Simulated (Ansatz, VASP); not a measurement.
# Two plane-wave programs on TlBr

Contents of INCAR:

```
SYSTEM = TlBr
PREC     = Accurate       ! precision mode
ENCUT    = 520            ! plane-wave cutoff, eV
EDIFF    = 1E-6           ! SCF threshold, eV
ISMEAR   = 0              ! smearing method
SIGMA    = 0.01           ! smearing width, eV
LREAL    = .False.        ! projectors in reciprocal space
LASPH    = .True.         ! aspherical terms in the spheres
NELM     = 100            ! most SCF steps
ALGO     = Normal         ! electronic algorithm
ISIF     = 2              ! what is computed and relaxed
LWAVE    = .False.        ! write WAVECAR
LCHARG   = .False.        ! write CHGCAR
GGA      = PE             ! functional
NBANDS   = 28             ! bands
```

KPOINTS

```
regular mesh
0
Gamma
  1 1 1
  0 0 0
```

POSCAR

```
TlBr
1.0
   13.1300000000      0.0000000000      0.0000000000
    0.0000000000      9.0000000000      0.0000000000
    0.0000000000      0.0000000000     13.2200000000
Tl Br
2 2
Direct
    0.4998377800      0.5000000000      0.6597322200
    0.4998377800      0.5000000000      0.3403933400
    0.6569489700      0.5000000000      0.5000627800
    0.3427265800      0.5000000000      0.5000627800
```

Input for Ansatz:

```yaml
crystal:
  lattice:
    - [13.13, 0.0, 0.0]
    - [0.0, 9.0, 0.0]
    - [0.0, 0.0, 13.22]
  atoms:
    - { symbol: Tl, position: [0.49983778, 0.5, 0.65973222] }
    - { symbol: Tl, position: [0.49983778, 0.5, 0.34039334] }
    - { symbol: Br, position: [0.65694897, 0.5, 0.50006278] }
    - { symbol: Br, position: [0.34272658, 0.5, 0.50006278] }
basis:
  ecutwfc: 420
  ecutrho_ratio: 4
kpoints:
  mp_grid: { grid: [1, 1, 1] }
hamiltonian:
  xc: pbe
scf:
  occupations: { method: gaussian, width: 0.01 }
output:
  forces: true
  eigenvalues: true
  populations: true
```

Alike in both runs: task single point; functional PBE; k mesh 1 × 1 × 1; occupations gaussian, width 0.01 eV; no spin polarisation.

|  | VASP | Ansatz |
| --- | --- | --- |
| version | VASP 6.6.1 | Ansatz 0.2.0 |
| potentials or method | VASP PAW PBE potentials, release 64 (Tl_d, Br), cutoff 520 eV | scalar-relativistic, plane waves, PAW |
| valence electrons in the cell | 40 | 40 |

|  | VASP | Ansatz | Ansatz less VASP |
| --- | --- | --- | --- |
| gap on the k mesh at the Fermi level (eV) | 3.66 | 3.66 | +0.003 |
| rms of the force components (eV/Å) | 0.053 | 0.056 | +0.0029 |

Atom by atom the forces differ by 0.003 eV/Å (rms over components).

Spin-orbit coupling is off throughout.
